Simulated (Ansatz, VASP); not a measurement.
**Nb in VASP and in Ansatz**

```xyz
1
Lattice="-1.6506 1.6506 1.6506 1.6506 -1.6506 1.6506 1.6506 1.6506 -1.6506" Properties=species:S:1:pos:R:3 pbc="T T T"
Nb    0.0000    0.0000    0.0000
```

Alike in both runs: task single point; functional PBE; k mesh 11 × 11 × 11; occupations gaussian, width 0.1 eV; no spin polarisation.

|  | VASP | Ansatz |
| --- | --- | --- |
| version | VASP 6.6.1 | Ansatz 0.2.0 |
| potentials or method | VASP PAW PBE potentials, release 64 (Nb_sv), cutoff 500 eV | PAW, plane waves, scalar-relativistic |
| valence electrons in the cell | 13 | 13 |

VASP gave:

```
pressure (GPa) : 1.8
```

What did Ansatz give for the same quantities?

Pressure (GPa): 2.2.
